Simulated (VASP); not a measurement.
# InSb (I-4m2) in VASP: a series of runs

InSb is run at these levels: PBEsol; tasks: single point.

All numbers are computed with VASP 6.6.1; they aren't measurements. Logs are shortened: lines on timing, memory, paths and dates and some standing lists are left out, and cuts for length are marked.

## 1. The cell of the first run

Symmetry: I-4m2, No. 119, tetragonal system. The conventional cell has a = 4.581 Å, b = 4.581 Å, c = 6.349 Å, α = 90.00°, β = 90.00°, γ = 90.00°. In (site symmetry -4m2) has 4 Sb at 2.79 Å within 3.7 Å. Within 3.7 Å of Sb (site symmetry -4m2) lie 4 In at 2.79 Å.

## 2. Single point, PBEsol (zz strain of -2 %)

File INCAR:

```
PREC = Accurate
ENCUT = 520
EDIFF = 1E-6
ISMEAR = -1
SIGMA = 0.05
LREAL = False
LASPH = True
NELM = 100
ALGO = Normal
ISIF = 2
LWAVE = False
LCHARG = True
GGA = PS
LELF = True
LVHAR = True
NBANDS = 16
```

File KPOINTS:

```
regular mesh
0
Gamma
  9 9 9
```

File POSCAR:

```
InSb
1.0
    0.0000000000      3.2391000000      3.1743180000
    3.2391000000      0.0000000000      3.1743180000
    3.2391000000      3.2391000000      0.0000000000
In Sb
1 1
Direct
    0.0000000000      0.0000000000      0.0000000000
    0.7500000000      0.7500000000      0.7500000000
```

Potentials or basis: VASP PAW PBE potentials, release 64 (In_d, Sb).

Launch:

```sh
cat potpaw_PBE.64/In_d/POTCAR potpaw_PBE.64/Sb/POTCAR > POTCAR
mpirun -np 1 vasp_std > vasp.out
```

OUTCAR:

```text
PREC = Accurate
   ENCUT = 520
   EDIFF = 1E-6
   ISMEAR = -1
   LREAL = False
   LASPH = True
   NELM = 100
   ISIF = 2
   GGA = PS

 ion  position               nearest neighbor table
   1  0.000  0.000  0.000-   2 2.79   2 2.79   2 2.79   2 2.79
   2  0.750  0.750  0.750-   1 2.79   1 2.79   1 2.79   1 2.79

  LATTYP: Found a body centered tetragonal cell.
 ALAT       =     4.5807791499
 C/A-ratio  =     1.3859292911

  Lattice vectors:

 A1 = (   0.0000000000,  -3.2391000000,  -3.1743180000)
 A2 = (   0.0000000000,   3.2391000000,  -3.1743180000)
 A3 = (   3.2391000000,   0.0000000000,   3.1743180000)

Analysis of symmetry for initial positions (statically):
=====================================================================
 Subroutine PRICEL returns:
 Original cell was already a primitive cell.

 Routine SETGRP: Setting up the symmetry group for a
 body centered tetragonal supercell.

 Subroutine GETGRP returns: Found  8 space group operations
 (whereof  8 operations were pure point group operations)
 out of a pool of 16 trial point group operations.

The static configuration has the point symmetry D_2d.

Analysis of symmetry for dynamics (positions and initial velocities):
=====================================================================
 Subroutine PRICEL returns:
 Original cell was already a primitive cell.

 Routine SETGRP: Setting up the symmetry group for a
 body centered tetragonal supercell.

 Subroutine GETGRP returns: Found  8 space group operations
 (whereof  8 operations were pure point group operations)
 out of a pool of 16 trial point group operations.

The dynamic configuration has the point symmetry D_2d.

 Subroutine INISYM returns: Found  8 space group operations
 (whereof  8 operations are pure point group operations),
 and found     1 'primitive' translations

----------------------------------------------------------------------------------------

                                     Primitive cell

  volume of cell :      66.6084

  direct lattice vectors                    reciprocal lattice vectors
     0.000000000  3.239100000  3.174318000    -0.154363867  0.154363867  0.157514149
     3.239100000  0.000000000  3.174318000     0.154363867 -0.154363867  0.157514149
     3.239100000  3.239100000  0.000000000     0.154363867  0.154363867 -0.157514149

  length of vectors
     4.535202705  4.535202705  4.580779150     0.269197165  0.269197165  0.269197165

  position of ions in fractional coordinates (direct lattice)
     0.000000000  0.000000000  0.000000000
     0.750000000  0.750000000  0.750000000

  ion indices of the primitive-cell ions
   primitive index   ion index
                 1           1
                 2           2

----------------------------------------------------------------------------------------

 KPOINTS: regular mesh

Automatic generation of k-mesh.
 Grid dimensions read from file:
 generate k-points for:    9    9    9

 Generating k-lattice:

  Cartesian coordinates                     Fractional coordinates (reciprocal lattice)
    -0.017151541  0.017151541  0.017501572     0.111111111  0.000000000  0.000000000
     0.017151541 -0.017151541  0.017501572     0.000000000  0.111111111  0.000000000
     0.017151541  0.017151541 -0.017501572     0.000000000  0.000000000  0.111111111

  Length of vectors
     0.029910796  0.029910796  0.029910796

  Shift w.r.t. Gamma in fractional coordinates (k-lattice)
     0.000000000  0.000000000  0.000000000

 Subroutine IBZKPT returns following result:
 ===========================================

 Found     75 irreducible k-points:

 Following reciprocal coordinates:
            Coordinates               Weight
  0.000000  0.000000  0.000000      1.000000
  0.111111 -0.000000  0.000000      8.000000
  0.222222 -0.000000  0.000000      8.000000
  0.333333 -0.000000  0.000000      8.000000
  0.444444 -0.000000  0.000000      8.000000
  0.111111  0.111111  0.000000      2.000000
[... 16 lines left out ...]
 -0.333333  0.333333  0.000000      4.000000
  0.444444  0.444444  0.000000      2.000000
 [... further k-points ...]
   k-points           NKPTS =     75   k-points in BZ     NKDIM =     75   number of bands    NBANDS=     16
   number of dos      NEDOS =    301   number of ions     NIONS =      2
   total plane-waves  NPLWV =  46656
   dimension x,y,z NGX =    36 NGY =   36 NGZ =   36
   dimension x,y,z NGXF=    72 NGYF=   72 NGZF=   72
   ions per type =               1   1
   NGX,Y,Z   is equivalent  to a cutoff of  13.20, 13.20, 13.07 a.u.
   NGXF,Y,Z  is equivalent  to a cutoff of  26.39, 26.39, 26.13 a.u.
 SYSTEM =  unknown system
   PREC   = accura    normal or accurate (medium, high low for compatibility)
   ISTART =      0    job   : 0-new  1-cont  2-samecut
   ICHARG =      2    charge: 1-file 2-atom 10-const
   ISPIN  =      1    spin polarized calculation?
   LNONCOLLINEAR =      F non collinear calculations
   LSORBIT =      F    spin-orbit coupling
   LASPH  =      T    aspherical Exc in radial PAW
   ENCUT  =  520.0 eV  38.22 Ry    6.18 a.u.   8.43  8.43  8.52*2*pi/ulx,y,z
   NELM   =    100;   NELMIN=  2; NELMDL= -5     # of ELM steps
   EDIFF  = 0.1E-05   stopping-criterion for ELM
   LREAL  =      F    real-space projection
   EDIFFG = 0.1E-04   stopping-criterion for IOM
   NSW    =      0    number of steps for IOM
   IBRION =     -1    ionic relax: 0-MD 1-quasi-New 2-CG
   NFREE  =      0    steps in history (QN), initial steepest desc. (CG)
   ISIF   =      2    stress and relaxation
   ISYM   =      2    0-nonsym 1-usesym 2-fastsym
   POTIM  = 0.5000    time-step for ionic-motion
   TEBEG  =    0.0;   TEEND  =   0.0 temperature during run
   PSTRESS=    0.0 pullay stress
   NELECT =      18.0000    total number of electrons
   NUPDOWN=      -1.0000    fix difference up-down
   EMIN   =  10.00;   EMAX   =-10.00  energy-range for DOS
   EFERMI =   0.00;   METHOD = LEGACY
   ISMEAR =    -1;   SIGMA  =   0.05  broadening in eV -4-tet -1-fermi 0-gaus
   EFERMI_NEDOS =   21; number of points for ismear=-14 and -15
   IALGO  =     38    algorithm
   IMIX   =      4    mixing-type and parameters
     AMIX     =   0.40;   BMIX     =  1.00
     AMIX_MAG =   1.60;   BMIX_MAG =  1.00
  volume/ion in A,a.u.               =      33.30       224.75
  Fermi-wavevector in a.u.,A,eV,Ry     =   1.058415  2.000114 15.241820  1.120242
  Thomas-Fermi vector in A             =   2.193723
   LORBIT       =      0    0 simple, 1 ext, 2 COOP (PROOUT), +10 PAW based schemes
   GGA     = PS    functional components
   LHFCALC =     F    Hartree Fock is set to
   AEXX    =    0.0000 exact exchange contribution
   IVDW    =     0    specifies the selected vdW correction
   LEPSILON=     F    determine dielectric tensor
   LRPA    =     F    only Hartree local field effects (RPA)
 non-spin polarized calculation
  energy-cutoff  :      520.00
  volume of cell :       66.61
 maximum number of plane-waves:      1822
 NGX is ok and might be reduce to    36
   NGX = 17   NGY = 17   NGZ = 17

 number of electron      17.9999996 magnetization

 Free energy of the ion-electron system (eV)
  ---------------------------------------------------
  ext. energy  EPLUGINS =         0.00000000
  ---------------------------------------------------
  free energy    TOTEN  =        -7.68159260 eV

  energy without entropy =       -7.68120986  energy(sigma->0) =       -7.68140123

 E-fermi :   5.2470     XC(G=0):  -8.9573

 val. band max:        5.1494917682   @ k =   0.0000   0.0000   0.0000
 cond. band min:       5.2492803583   @ k =   0.0000   0.0000   0.0000
 fundamental gap:      0.0997885901
 Fermi energy:         5.2469905749

 k-point     1 :       0.0000    0.0000    0.0000
  band No.  band energies     occupation
      1      -9.4069      2.00000
      2      -9.4069      2.00000
      3      -9.4031      2.00000
      4      -9.3143      2.00000
      5      -9.3121      2.00000
      6      -5.6994      2.00000
[... 8 lines left out ...]
     15      13.3575      0.00000
     16      13.6493      0.00000

 k-point     2 :       0.1111   -0.0000    0.0000
  band No.  band energies     occupation
      1      -9.4123      2.00000
      2      -9.4040      2.00000
      3      -9.4013      2.00000
      4      -9.3146      2.00000
      5      -9.3122      2.00000
      6      -5.5831      2.00000
[... 8 lines left out ...]
     15      12.6296      0.00000
     16      12.8181      0.00000

 k-point     3 :       0.2222   -0.0000    0.0000
  band No.  band energies     occupation
      1      -9.4282      2.00000
      2      -9.3972      2.00000
      3      -9.3948      2.00000
      4      -9.3150      2.00000
      5      -9.3120      2.00000
      6      -5.2506      2.00000
[... 8 lines left out ...]
     15      12.3523      0.00000
     16      12.4751      0.00000

 k-point     4 :       0.3333   -0.0000    0.0000
  band No.  band energies     occupation
      1      -9.4462      2.00000
      2      -9.3904      2.00000
      3      -9.3881      2.00000
      4      -9.3145      2.00000
      5      -9.3109      2.00000
      6      -4.7700      2.00000
[... 8 lines left out ...]
     15      12.9101      0.00000
     16      12.9248      0.00000

 k-point     5 :       0.4444   -0.0000    0.0000
  band No.  band energies     occupation
      1      -9.4577      2.00000
      2      -9.3867      2.00000
      3      -9.3843      2.00000
      4      -9.3136      2.00000
      5      -9.3094      2.00000
      6      -4.3422      2.00000
[... 8 lines left out ...]
     15      13.9804      0.00000
     16      14.0847      0.00000

 k-point     6 :       0.1111    0.1111    0.0000
  band No.  band energies     occupation
      1      -9.4152      2.00000
      2      -9.4013      2.00000
      3      -9.4013      2.00000
      4      -9.3165      2.00000
      5      -9.3108      2.00000
      6      -5.5406      2.00000
[... 8 lines left out ...]
     15      12.0825      0.00000
     16      13.4870      0.00000

 k-point     7 :       0.2222    0.1111    0.0000
  band No.  band energies     occupation
      1      -9.4298      2.00000
      2      -9.3949      2.00000
      3      -9.3944      2.00000
      4      -9.3186      2.00000
      5      -9.3097      2.00000
      6      -5.2758      2.00000
[... 8 lines left out ...]
     15      12.6559      0.00000
     16      13.1964      0.00000

 k-point     8 :       0.3333    0.1111    0.0000
  band No.  band energies     occupation
      1      -9.4467      2.00000
      2      -9.3883      2.00000
      3      -9.3872      2.00000
      4      -9.3192      2.00000
      5      -9.3086      2.00000
      6      -4.8353      2.00000
[... 8 lines left out ...]
     15      12.8727      0.00000
     16      13.5336      0.00000

 k-point     9 :       0.4444    0.1111    0.0000
  band No.  band energies     occupation
      1      -9.4591      2.00000
      2      -9.3835      2.00000
      3      -9.3831      2.00000
      4      -9.3176      2.00000
      5      -9.3081      2.00000
      6      -4.3627      2.00000
[... 8 lines left out ...]
     15      13.9761      0.00000
     16      14.4765      0.00000
[... 172 lines left out ...]
 k-point    19 :      -0.2222    0.2222    0.0000
  band No.  band energies     occupation
      1      -9.4532      2.00000
      2      -9.3859      2.00000
      3      -9.3819      2.00000
      4      -9.3144      2.00000
      5      -9.3143      2.00000
      6      -4.6015      2.00000
[... 8 lines left out ...]
     15      13.6409      0.00000
     16      14.5735      0.00000

 k-point    20 :       0.3333    0.3333    0.0000
  band No.  band energies     occupation
      1      -9.4746      2.00000
      2      -9.3703      2.00000
      3      -9.3703      2.00000
      4      -9.3313      2.00000
      5      -9.3039      2.00000
      6      -4.3970      2.00000
[... 8 lines left out ...]
     15      14.4984      0.00000
     16      15.4962      0.00000

 k-point    21 :       0.4444    0.3333    0.0000
  band No.  band energies     occupation
      1      -9.4837      2.00000
      2      -9.3660      2.00000
      3      -9.3649      2.00000
      4      -9.3328      2.00000
      5      -9.3033      2.00000
      6      -3.9976      2.00000
[... 8 lines left out ...]
     15      15.1160      0.00000
     16      15.4883      0.00000

 k-point    22 :      -0.4444    0.3333    0.0000
  band No.  band energies     occupation
      1      -9.4836      2.00000
      2      -9.3680      2.00000
      3      -9.3645      2.00000
      4      -9.3295      2.00000
      5      -9.3055      2.00000
      6      -3.7133      2.00000
[... 8 lines left out ...]
     15      14.1125      0.00000
     16      16.1387      0.00000

 k-point    23 :      -0.3333    0.3333    0.0000
  band No.  band energies     occupation
      1      -9.4759      2.00000
      2      -9.3731      2.00000
      3      -9.3694      2.00000
      4      -9.3235      2.00000
      5      -9.3093      2.00000
      6      -3.7952      2.00000
[... 8 lines left out ...]
     15      12.9230      0.00000
     16      16.3847      0.00000

 k-point    24 :       0.4444    0.4444    0.0000
  band No.  band energies     occupation
      1      -9.4934      2.00000
      2      -9.3592      2.00000
      3      -9.3592      2.00000
      4      -9.3371      2.00000
      5      -9.3015      2.00000
      6      -3.7196      2.00000
[... 8 lines left out ...]
     15      15.2312      0.00000
     16      16.0303      0.00000

 [... further k-points ...]
[... 5 lines left out ...]
  --------------------------------------------------------------------------------------
  -------------------------------------------------------------------------------------
  Total        0.6996123      0.6996123      0.9153196      0.0000000      0.0000000     -0.0000000
  in kB       16.8282474     16.8282474     22.0168008      0.0000000      0.0000000     -0.0000000
  external PRESSURE =      18.5577652 kB  Pullay stress =       0.0000000 kB

 VOLUME and BASIS-vectors are now :
 -----------------------------------------------------------------------------
  energy-cutoff  :      520.00
  volume of cell :       66.61
      direct lattice vectors                 reciprocal lattice vectors
     0.000000000  3.239100000  3.174318000    -0.154363867  0.154363867  0.157514149
     3.239100000  0.000000000  3.174318000     0.154363867 -0.154363867  0.157514149
     3.239100000  3.239100000  0.000000000     0.154363867  0.154363867 -0.157514149

 POSITION                                       TOTAL-FORCE (eV/Angst)
 -----------------------------------------------------------------------------------
      0.00000      0.00000      0.00000        -0.000000     -0.000000     -0.000000
      4.85865      4.85865      4.76148         0.000000      0.000000      0.000000
 -----------------------------------------------------------------------------------
    total drift:                                0.000000      0.000000      0.000000

  FREE ENERGIE OF THE ION-ELECTRON SYSTEM (eV)
  ---------------------------------------------------
  free  energy   TOTEN  =        -7.6815926020 eV

  energy  without entropy=       -7.6812098625  energy(sigma->0) =       -7.68140123
```

Run time: 28 s. Hardware: 1 thread of Intel Xeon 6975P-C (Granite Rapids), shared host; peak memory 0.25 GiB.

Results:

| Item | Value |
| --- | --- |
| Free energy | -7.6816 eV |
| Pressure | 1.9 GPa |
| Band gap on the k mesh | 0.10 eV, direct |

Stress tensor (GPa, compression positive):
```
1.68 0.00 0.00
0.00 1.68 0.00
0.00 0.00 2.20
```

Caveat: the cell differs from its parent crystal (zz strain of -2 %); the PAW data sets were made with another functional, which shifts forces and pressure a little; spin-orbit coupling is left out, which moves the levels of the heavy elements. A k mesh can miss the band edges.

[end of part 1 of 2]
